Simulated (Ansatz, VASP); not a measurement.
One calculation of ZnS, two programs

```
Zn S
1.0
     3.80672    0.00000    0.00000
    -1.90336    3.29672    0.00000
     0.00000    0.00000    6.33942
Zn S
2 2
Direct
  0.33333 0.66667 0.00539
  0.66667 0.33333 0.50539
  0.33333 0.66667 0.37961
  0.66667 0.33333 0.87961
```

Change from the starting cell: strain +0.0150 x Voigt [0, 0, 1, 0, 0, 0], atoms carried along.

Alike in both runs: task single point; functional r2SCAN; k mesh 6 × 6 × 4; occupations gaussian, width 0.05 eV; no spin polarisation.

```csv
,VASP,Ansatz
version,VASP 6.6.1,Ansatz 0.2.0
potentials or method,"VASP PAW PBE potentials, release 64 (Zn, S), cutoff 520 eV","scalar-relativistic, plane waves, PAW"
valence electrons in the cell,36,36
```

|  | VASP | Ansatz | Ansatz less VASP |
| --- | --- | --- | --- |
| gap on the k mesh at the Fermi level (eV) | 2.67 | 2.67 | -0.008 |
| least direct gap on the mesh (eV) | 2.67 | 2.67 | -0.008 |
| pressure (GPa) | -1.1 | -1.1 | -0.05 |
| traceless stress, the component that is largest in VASP (GPa) | -1.42 | -1.39 | +0.031 |
| rms of the force components (eV/Å) | 0.052 | 0.045 | -0.0069 |

VASP's potentials were made for PBE, not for r2SCAN. Atom by atom the forces differ by 0.007 eV/Å (rms over components).
